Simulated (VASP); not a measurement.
# CdS (P6_3mc) in VASP: single point with PBE

Aim: the single point of CdS with PBE.

All numbers are computed with VASP 6.6.1; they aren't measurements. Logs are shortened: lines on timing, memory, paths and dates and some standing lists are left out, and cuts for length are marked.

## Step 1: The cell of the first run

It takes space group P6_3mc (No. 186, hexagonal). Conventional cell: a = 4.169 Å, b = 4.169 Å, c = 6.780 Å, α = 90.00°, β = 90.00°, γ = 120.00°. Cd (site symmetry 3m) has 4 S at 2.55 Å within 3.4 Å. S (site symmetry 3m) has 4 Cd at 2.55 Å within 3.4 Å.

## Step 2: Single point, PBE

INCAR reads:

```
SYSTEM = CdS
PREC = Accurate ; ENCUT = 500
EDIFF = 1E-6 ; ISMEAR = 0
SIGMA = 0.1 ; LREAL = .FALSE.
LASPH = .TRUE. ; NELM = 120
ALGO = Normal ; ISIF = 2
LWAVE = .FALSE. ; LCHARG = .FALSE.
GGA = PE ; NBANDS = 26
GGA_COMPAT = .FALSE.
```

KPOINTS reads:

```
regular mesh
0
G
  6 6 4
  0 0 0
```

POSCAR reads:

```
CdS
1.0
    4.1688380000      0.0000000000      0.0000000000
   -2.0844190000      3.6103200000      0.0000000000
    0.0000000000      0.0000000000      6.7796170000
Cd S
2 2
Direct
    0.6666670000      0.3333330000      0.5002240000
    0.3333330000      0.6666670000      0.0002240000
    0.6666670000      0.3333330000      0.8767760000
    0.3333330000      0.6666670000      0.3767760000
```

Potentials or basis: VASP PAW PBE potentials, release 64 (Cd, S).

Command:

```sh
> cat potpaw_PBE.64/Cd/POTCAR potpaw_PBE.64/S/POTCAR > POTCAR
> mpirun -np 1 vasp_std > vasp.out
```

OUTCAR:

```text
SYSTEM = CdS
   PREC = Accurate
   ENCUT = 500
   EDIFF = 1E-6
   ISMEAR = 0
   LREAL = .FALSE.
   LASPH = .TRUE.
   NELM = 120
   ISIF = 2
   GGA = PE

 ion  position               nearest neighbor table
   1  0.667  0.333  0.500-   4 2.55   4 2.55   4 2.55   3 2.55
   2  0.333  0.667  0.000-   3 2.55   3 2.55   3 2.55   4 2.55
   3  0.667  0.333  0.877-   2 2.55   2 2.55   2 2.55   1 2.55
   4  0.333  0.667  0.377-   1 2.55   1 2.55   1 2.55   2 2.55

  LATTYP: Found a hexagonal cell.
 ALAT       =     4.1688380000
 C/A-ratio  =     1.6262606031

  Lattice vectors:

 A1 = (   4.1688380000,   0.0000000000,   0.0000000000)
 A2 = (  -2.0844190000,   3.6103200000,   0.0000000000)
 A3 = (   0.0000000000,   0.0000000000,   6.7796170000)

Analysis of symmetry for initial positions (statically):
=====================================================================
 Subroutine PRICEL returns:
 Original cell was already a primitive cell.

 Routine SETGRP: Setting up the symmetry group for a
 hexagonal supercell.

 Subroutine GETGRP returns: Found 12 space group operations
 (whereof  6 operations were pure point group operations)
 out of a pool of 24 trial point group operations.

The static configuration has the point symmetry C_3v.
 The point group associated with its full space group is C_6v.

Analysis of symmetry for dynamics (positions and initial velocities):
=====================================================================
 Subroutine PRICEL returns:
 Original cell was already a primitive cell.

 Routine SETGRP: Setting up the symmetry group for a
 hexagonal supercell.

 Subroutine GETGRP returns: Found 12 space group operations
 (whereof  6 operations were pure point group operations)
 out of a pool of 24 trial point group operations.

The dynamic configuration has the point symmetry C_3v.
 The point group associated with its full space group is C_6v.

 Subroutine INISYM returns: Found 12 space group operations
 (whereof  6 operations are pure point group operations),
 and found     1 'primitive' translations

----------------------------------------------------------------------------------------

                                     Primitive cell

  volume of cell :     102.0389

  direct lattice vectors                    reciprocal lattice vectors
     4.168838000  0.000000000  0.000000000     0.239874996  0.138491879  0.000000000
    -2.084419000  3.610320000  0.000000000     0.000000000  0.276983758  0.000000000
     0.000000000  0.000000000  6.779617000     0.000000000  0.000000000  0.147500958

  length of vectors
     4.168838000  4.168838336  6.779617000     0.276983780  0.276983758  0.147500958

  position of ions in fractional coordinates (direct lattice)
     0.666667000  0.333333000  0.500224000
     0.333333000  0.666667000  0.000224000
     0.666667000  0.333333000  0.876776000
     0.333333000  0.666667000  0.376776000

  ion indices of the primitive-cell ions
   primitive index   ion index
                 1           1
                 2           2
                 3           3
                 4           4

----------------------------------------------------------------------------------------

 KPOINTS: regular mesh

Automatic generation of k-mesh.
 Grid dimensions read from file:
 generate k-points for:    6    6    4

 Generating k-lattice:

  Cartesian coordinates                     Fractional coordinates (reciprocal lattice)
     0.039979166  0.023081980  0.000000000     0.166666667 -0.000000000  0.000000000
     0.000000000  0.046163960  0.000000000     0.000000000  0.166666667  0.000000000
     0.000000000  0.000000000  0.036875239     0.000000000  0.000000000  0.250000000

  Length of vectors
     0.046163963  0.046163960  0.036875239

  Shift w.r.t. Gamma in fractional coordinates (k-lattice)
     0.000000000  0.000000000  0.000000000

 Subroutine IBZKPT returns following result:
 ===========================================

 Found     21 irreducible k-points:

 Following reciprocal coordinates:
            Coordinates               Weight
  0.000000  0.000000  0.000000      1.000000
  0.166667 -0.000000  0.000000      6.000000
  0.333333  0.000000  0.000000      6.000000
  0.500000 -0.000000  0.000000      3.000000
  0.166667  0.166667  0.000000      6.000000
  0.333333  0.166667  0.000000     12.000000
[... 13 lines left out ...]
  0.333333  0.166667  0.500000     12.000000
  0.333333  0.333333  0.500000      2.000000
   k-points           NKPTS =     21   k-points in BZ     NKDIM =     21   number of bands    NBANDS=     26
   number of dos      NEDOS =    301   number of ions     NIONS =      4
   total plane-waves  NPLWV =  45000
   dimension x,y,z NGX =    30 NGY =   30 NGZ =   50
   dimension x,y,z NGXF=    60 NGYF=   60 NGZF=  100
   ions per type =               2   2
   NGX,Y,Z   is equivalent  to a cutoff of  11.96, 11.96, 12.26 a.u.
   NGXF,Y,Z  is equivalent  to a cutoff of  23.93, 23.93, 24.52 a.u.
 SYSTEM =  CdS
   PREC   = accura    normal or accurate (medium, high low for compatibility)
   ISTART =      0    job   : 0-new  1-cont  2-samecut
   ICHARG =      2    charge: 1-file 2-atom 10-const
   ISPIN  =      1    spin polarized calculation?
   LNONCOLLINEAR =      F non collinear calculations
   LSORBIT =      F    spin-orbit coupling
   LASPH  =      T    aspherical Exc in radial PAW
   ENCUT  =  500.0 eV  36.75 Ry    6.06 a.u.   7.60  7.60 12.36*2*pi/ulx,y,z
   NELM   =    120;   NELMIN=  2; NELMDL= -5     # of ELM steps
   EDIFF  = 0.1E-05   stopping-criterion for ELM
   LREAL  =      F    real-space projection
   EDIFFG = 0.1E-04   stopping-criterion for IOM
   NSW    =      0    number of steps for IOM
   IBRION =     -1    ionic relax: 0-MD 1-quasi-New 2-CG
   NFREE  =      0    steps in history (QN), initial steepest desc. (CG)
   ISIF   =      2    stress and relaxation
   ISYM   =      2    0-nonsym 1-usesym 2-fastsym
   POTIM  = 0.5000    time-step for ionic-motion
   TEBEG  =    0.0;   TEEND  =   0.0 temperature during run
   PSTRESS=    0.0 pullay stress
   NELECT =      36.0000    total number of electrons
   NUPDOWN=      -1.0000    fix difference up-down
   EMIN   =  10.00;   EMAX   =-10.00  energy-range for DOS
   EFERMI =   0.00;   METHOD = LEGACY
   ISMEAR =     0;   SIGMA  =   0.10  broadening in eV -4-tet -1-fermi 0-gaus
   EFERMI_NEDOS =   21; number of points for ismear=-14 and -15
   IALGO  =     38    algorithm
   IMIX   =      4    mixing-type and parameters
     AMIX     =   0.40;   BMIX     =  1.00
     AMIX_MAG =   1.60;   BMIX_MAG =  1.00
  volume/ion in A,a.u.               =      25.51       172.15
  Fermi-wavevector in a.u.,A,eV,Ry     =   1.156788  2.186012 18.206746  1.338158
  Thomas-Fermi vector in A             =   2.293405
   LORBIT       =      0    0 simple, 1 ext, 2 COOP (PROOUT), +10 PAW based schemes
   GGA     = PE    functional components
   LHFCALC =     F    Hartree Fock is set to
   AEXX    =    0.0000 exact exchange contribution
   IVDW    =     0    specifies the selected vdW correction
   LEPSILON=     F    determine dielectric tensor
   LRPA    =     F    only Hartree local field effects (RPA)
 non-spin polarized calculation
 Gauss-broadening in eV      SIGMA  =   0.10
  energy-cutoff  :      500.00
  volume of cell :      102.04
 maximum number of plane-waves:      2617
   NGX = 15   NGY = 15   NGZ = 25

 number of electron      35.9999965 magnetization

 Free energy of the ion-electron system (eV)
  ---------------------------------------------------
  ext. energy  EPLUGINS =         0.00000000
  ---------------------------------------------------
  free energy    TOTEN  =       -12.28546086 eV

  energy without entropy =      -12.28546086  energy(sigma->0) =      -12.28546086

 E-fermi :   1.5496     XC(G=0):  -9.0133

 val. band max:        1.0783946331   @ k =   0.0000   0.0000   0.0000
 cond. band min:       2.2407411771   @ k =   0.0000   0.0000   0.0000
 fundamental gap:      1.1623465440
 Fermi energy:         1.5495516290

 k-point     1 :       0.0000    0.0000    0.0000
  band No.  band energies     occupation
      1     -11.1269      2.00000
      2     -10.7203      2.00000
      3      -6.5344      2.00000
      4      -6.5275      2.00000
      5      -6.5275      2.00000
      6      -6.4487      2.00000
[... 18 lines left out ...]
     25       8.6454      0.00000
     26       8.7096      0.00000

 k-point     2 :       0.1667   -0.0000    0.0000
  band No.  band energies     occupation
      1     -11.0375      2.00000
      2     -10.6819      2.00000
      3      -6.5050      2.00000
      4      -6.4924      2.00000
      5      -6.4566      2.00000
      6      -6.4033      2.00000
[... 18 lines left out ...]
     25       8.5807      0.00000
     26       9.2063      0.00000

 k-point     3 :       0.3333    0.0000    0.0000
  band No.  band energies     occupation
      1     -10.8443      2.00000
      2     -10.6177      2.00000
      3      -6.4540      2.00000
      4      -6.4386      2.00000
      5      -6.3205      2.00000
      6      -6.2971      2.00000
[... 18 lines left out ...]
     25       9.4000      0.00000
     26       9.8398      0.00000

 k-point     4 :       0.5000   -0.0000    0.0000
  band No.  band energies     occupation
      1     -10.7303      2.00000
      2     -10.6029      2.00000
      3      -6.4390      2.00000
      4      -6.4222      2.00000
      5      -6.2494      2.00000
      6      -6.2462      2.00000
[... 18 lines left out ...]
     25       9.4410      0.00000
     26      11.1244      0.00000

 k-point     5 :       0.1667    0.1667    0.0000
  band No.  band energies     occupation
      1     -10.8955      2.00000
      2     -10.6315      2.00000
      3      -6.4603      2.00000
      4      -6.4507      2.00000
      5      -6.3453      2.00000
      6      -6.3429      2.00000
[... 18 lines left out ...]
     25       9.1486      0.00000
     26       9.6881      0.00000

 k-point     6 :       0.3333    0.1667    0.0000
  band No.  band energies     occupation
      1     -10.7317      2.00000
      2     -10.6034      2.00000
      3      -6.4510      2.00000
      4      -6.3955      2.00000
      5      -6.2709      2.00000
      6      -6.2584      2.00000
[... 340 lines left out ...]
 k-point    18 :       0.5000   -0.0000    0.5000
  band No.  band energies     occupation
      1     -10.6570      2.00000
      2     -10.6569      2.00000
      3      -6.4080      2.00000
      4      -6.4080      2.00000
      5      -6.3316      2.00000
      6      -6.3316      2.00000
[... 18 lines left out ...]
     25       9.4648      0.00000
     26       9.4648      0.00000

 k-point    19 :       0.1667    0.1667    0.5000
  band No.  band energies     occupation
      1     -10.7555      2.00000
      2     -10.7555      2.00000
      3      -6.4110      2.00000
      4      -6.4110      2.00000
      5      -6.3856      2.00000
      6      -6.3856      2.00000
[... 18 lines left out ...]
     25       9.0583      0.00000
     26       9.0583      0.00000

 k-point    20 :       0.3333    0.1667    0.5000
  band No.  band energies     occupation
      1     -10.6579      2.00000
      2     -10.6578      2.00000
      3      -6.3845      2.00000
      4      -6.3845      2.00000
      5      -6.3403      2.00000
      6      -6.3403      2.00000
[... 18 lines left out ...]
     25       9.5194      0.00000
     26       9.5194      0.00000

 k-point    21 :       0.3333    0.3333    0.5000
  band No.  band energies     occupation
      1     -10.6265      2.00000
      2     -10.6264      2.00000
      3      -6.3555      2.00000
      4      -6.3555      2.00000
      5      -6.3401      2.00000
      6      -6.3401      2.00000
[... 18 lines left out ...]
     25      10.4083      0.00000
     26      10.4083      0.00000

------------------------ aborting loop because EDIFF is reached ----------------------------------------

  FORCE on cell =-STRESS in cart. coord.  units (eV):
  Direction    XX          YY          ZZ          XY          YZ          ZX
  --------------------------------------------------------------------------------------
  -------------------------------------------------------------------------------------
  Total        0.9139410      0.9139412      0.9448931      0.0000000      0.0000000      0.0000000
  in kB       14.3503616     14.3503647     14.8363603      0.0000000      0.0000000      0.0000000
  external PRESSURE =      14.5123622 kB  Pullay stress =       0.0000000 kB

 VOLUME and BASIS-vectors are now :
 -----------------------------------------------------------------------------
  energy-cutoff  :      500.00
  volume of cell :      102.04
      direct lattice vectors                 reciprocal lattice vectors
     4.168838000  0.000000000  0.000000000     0.239874996  0.138491879  0.000000000
    -2.084419000  3.610320000  0.000000000     0.000000000  0.276983758  0.000000000
     0.000000000  0.000000000  6.779617000     0.000000000  0.000000000  0.147500958

 POSITION                                       TOTAL-FORCE (eV/Angst)
 -----------------------------------------------------------------------------------
      2.08442      1.20344      3.39133        -0.000000      0.000000     -0.002394
     -0.00000      2.40688      0.00152         0.000000     -0.000000     -0.002394
      2.08442      1.20344      5.94421        -0.000000     -0.000000      0.002394
     -0.00000      2.40688      2.55440         0.000000      0.000000      0.002394
 -----------------------------------------------------------------------------------
    total drift:                               -0.001489      0.000859     -0.000317

  FREE ENERGIE OF THE ION-ELECTRON SYSTEM (eV)
  ---------------------------------------------------
  free  energy   TOTEN  =       -12.2854608595 eV

  energy  without entropy=      -12.2854608595  energy(sigma->0) =      -12.28546086
```

It took 31 s on 1 thread of Intel Xeon 6975P-C (Granite Rapids), shared host; peak memory 0.21 GiB.

Results:

| Quantity | Value |
| --- | --- |
| Free energy | -12.2855 eV |
| Pressure | 1.5 GPa |
| Band gap on the k mesh | 1.16 eV, direct |

Forces in eV/Å, atoms in the order of the input:
```
Cd   0.000  0.000 -0.002
Cd   0.000  0.000 -0.002
S    0.000  0.000  0.002
S    0.000  0.000  0.002
```

A hybrid or GW would open this gap; PBE tends to underestimate it.
